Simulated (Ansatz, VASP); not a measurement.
**NaWN2: VASP beside Ansatz**

```xyz
4
Lattice="3.9572 0.0000 0.0000 0.0000 3.9572 0.0000 0.0000 0.0000 3.1932" Properties=species:S:1:pos:R:3 pbc="T T T"
Na    1.9786    1.9786    1.5966
W     0.0000    0.0000    0.0000
N     1.9786    0.0000    0.0000
N     0.0000    1.9786    0.0000
```

Alike in both runs: functional PBE; k mesh 4 × 4 × 6; occupations gaussian, width 0.1 eV; no spin polarisation.

Ansatz relaxed the structure, and its values are those at the end. VASP's run is a single point on that final structure, the one shown.

|  | VASP | Ansatz |
| --- | --- | --- |
| version | VASP 6.6.1 | Ansatz 0.2.0 |
| potentials or method | VASP PAW PBE potentials, release 64 (Na_sv, W_sv, N), cutoff 970 eV | scalar-relativistic, plane waves, PAW |
| valence electrons in the cell | 33 | 33 |

|  | VASP | Ansatz | Ansatz less VASP |
| --- | --- | --- | --- |
| gap on the k mesh at the Fermi level (eV) | none | none | - |
| pressure (GPa) | 0.3 | 0.0 | -0.35 |

A gap of «none» marks a metal or a gap that the smearing closes.

The k mesh is coarse, so the values compare programs but aren't converged. Spin-orbit coupling is off throughout.
